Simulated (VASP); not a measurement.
Ni:

```
Ni
1.0
     0.00000    1.76000    1.76000
     1.76000    0.00000    1.76000
     1.76000    1.76000    0.00000
Ni
1
Direct
  0.00000 0.00000 0.00000
```

```yaml
Program: VASP 6.6.1
Task: relaxation of cell and atoms
Functional: PBEsol
Potentials_or_basis: VASP PAW PBE potentials, release 64 (Ni)
Cutoff: 600 eV
k_mesh: 18 × 18 × 18
Occupations: methfessel-paxton, width 0.1 eV
Spin: collinear spin, ferromagnetic start
Starting_moments: "[0.65] μB"
```

At the start: pressure -10.3 GPa; volume 10.90 Å³/atom.

How do energy, volume and symmetry change on relaxing?

Over 5 steps the energy falls by 18.0 meV/atom and the volume is 10.37 Å³/atom (-4.9 %); space group Fm-3m (No. 225, to 0.05 Å); moment 0.61 μB per cell.

Step by step:
| step | energy change (eV) | largest force (eV/Å) | pressure (GPa) | volume (Å³) |
| --- | --- | --- | --- | --- |
| 1 | 0.0000 | 0.0000 | -10.25 | 10.90 |
| 2 | 0.0032 | 0.0000 | 13.63 | 9.84 |
| 3 | -0.0180 | 0.0000 | -0.13 | 10.37 |
| 4 | -0.0180 | 0.0000 | 0.10 | 10.36 |
| 5 | -0.0180 | 0.0000 | -0.05 | 10.37 |

Final structure:
```yaml
crystal:
  lattice:
    - [0.00000, 1.73080, 1.73080]
    - [1.73080, 0.00000, 1.73080]
    - [1.73080, 1.73080, 0.00000]
  atoms:
    - { symbol: Ni, position: [0.00000, 0.00000, 0.00000] }
```

Caveat: the PAW data sets were made with another functional, which shifts forces and pressure a little.
